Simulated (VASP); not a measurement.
Here is a VASP 6.6.1 calculation.

INCAR

```
SYSTEM = Ni3Ge
PREC = Accurate
ENCUT = 520
EDIFF = 1E-7
ISMEAR = 0
SIGMA = 0.1
LREAL = .FALSE.
LASPH = .TRUE.
NELM = 60
ALGO = Normal
ISIF = 2
LWAVE = .FALSE.
LCHARG = .FALSE.
GGA = PS
NBANDS = 30
```

Contents of KPOINTS:

```
regular mesh
0
G
  12 12 12
  0 0 0
```

POSCAR

```
Ni3Ge
1.0
    3.4893066462      0.0000000000      0.0000000000
    0.0000000000      3.4893066462      0.0000000000
    0.0000000000      0.0000000000      3.4893066462
Ni Ge
3 1
Direct
    0.5000000000      0.0000000000      0.5000000000
    0.0000000000      0.5000000000      0.5000000000
    0.5000000000      0.5000000000      0.0000000000
    0.0000000000      0.0000000000      0.0000000000
```

Potentials or basis: VASP PAW PBE potentials, release 64 (Ni, Ge_d).

Run with:

```console
$ cat potpaw_PBE.64/Ni/POTCAR potpaw_PBE.64/Ge_d/POTCAR > POTCAR
$ mpirun -np 1 vasp_std > vasp.out
```

(1) Predict the pressure.

(2) Estimate the band gap on the k mesh.

Results:

(1) 7.4 GPa.

(2) zero (bands 22 and 23 overlap by 0.25 eV).

Caveat: the cell stands under pressure; the PAW data sets were made with another functional, which shifts forces and pressure a little.
